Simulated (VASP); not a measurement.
Set up this calculation in VASP 6.6.1, as the native input.

* Task: electric field gradients
* Functional: PBEsol
* Potentials or basis: VASP PAW PBE potentials, release 64 (Ir)
* Cutoff: 400 eV
* k mesh: 15 × 15 × 15
* Occupations: fermi-dirac, width 0.05 eV
* Spin: no spin polarisation
* Dipole correction: no
* Further INCAR settings: ALGO = Normal; EDIFF = 1e-08; NBANDS = 10

The structure of Ir lies in POSCAR:

```
Ir
1.0
    0.0000000000      1.9449621075      1.9449621075
    1.9449621075      0.0000000000      1.9449621075
    1.9449621075      1.9449621075      0.0000000000
Ir
1
Direct
    0.0000000000      0.0000000000      0.0000000000
```

This cell differs from its parent crystal: volume scaled by 1.04.

The input as run:

INCAR

```
SYSTEM = Ir
PREC = Accurate
ENCUT = 400
EDIFF = 1E-8
ISMEAR = -1
SIGMA = 0.05
LREAL = .FALSE.
LASPH = .TRUE.
NELM = 120
ALGO = Normal
ISIF = 2
LWAVE = .FALSE.
LCHARG = .FALSE.
GGA = PS
LEFG = .TRUE.
NBANDS = 10
GGA_COMPAT = .FALSE.
```

KPOINTS

```
regular mesh
0
G
  15 15 15
  0 0 0
```

Potentials or basis: VASP PAW PBE potentials, release 64 (Ir).

Command:

```sh
$ cat potpaw_PBE.64/Ir/POTCAR > POTCAR
$ mpirun -np 1 vasp_std > vasp.out
```

Results of the run:

- Pressure: -15.3 GPa

Caveat: without QUAD_EFG the Cq values of the log hold for a quadrupole moment of 1 mb, not for the nuclei; the PAW data sets were made with another functional, which shifts forces and pressure a little.

Run time: 11 s on 1 thread of AMD EPYC 7R13 Processor (Zen 3) (shared host), peak memory 0.1 GiB.
